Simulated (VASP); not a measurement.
Set up this calculation in VASP 6.6.1, as the native input.

```yaml
Task: single point
Functional: PBE
Potentials_or_basis: VASP PAW PBE potentials, release 64 (Ag, Br)
Cutoff: 500 eV
k_mesh: 6 × 6 × 6
Occupations: fermi-dirac, width 0.0583 eV
Spin: no spin polarisation
Dipole_correction: no
Further_INCAR_settings: ALGO = Normal; EDIFF = 1e-06; NBANDS = 16
```

The structure of AgBr lies in POSCAR:

```
AgBr
1.0
    0.0000000000      2.8470290000      2.8470290000
    2.8470290000      0.0000000000      2.8470290000
    2.8470290000      2.8470290000      0.0000000000
Ag Br
1 1
Direct
    0.0000000000      0.0000000000      0.0000000000
    0.5000000000      0.5000000000      0.5000000000
```

One way to write it, as run:

INCAR

```
PREC = Accurate ; ENCUT = 500
EDIFF = 1E-6 ; ISMEAR = -1
SIGMA = 0.0583 ; LREAL = False
LASPH = True ; NELM = 120
ALGO = Normal ; ISIF = 2
LWAVE = False ; LCHARG = False
GGA = PE ; NBANDS = 16
GGA_COMPAT = False
```

KPOINTS

```
Automatic mesh
0
Gamma
  6 6 6
```

Potentials or basis: VASP PAW PBE potentials, release 64 (Ag, Br).

Run with:

```sh
$ cat potpaw_PBE.64/Ag/POTCAR potpaw_PBE.64/Br/POTCAR > POTCAR
$ mpirun -np 1 vasp_std > vasp.out
```

Results of the run:

| Item | Value |
| --- | --- |
| Pressure | 3.6 GPa |
| Band gap on the k mesh | 0.67 eV, indirect (least direct gap 2.69 eV) |

Wall time 9.8 s on 1 thread of Intel(R) Xeon(R) Platinum 8488C (Sapphire Rapids), with other jobs on the host, peak memory 0.17 GiB.
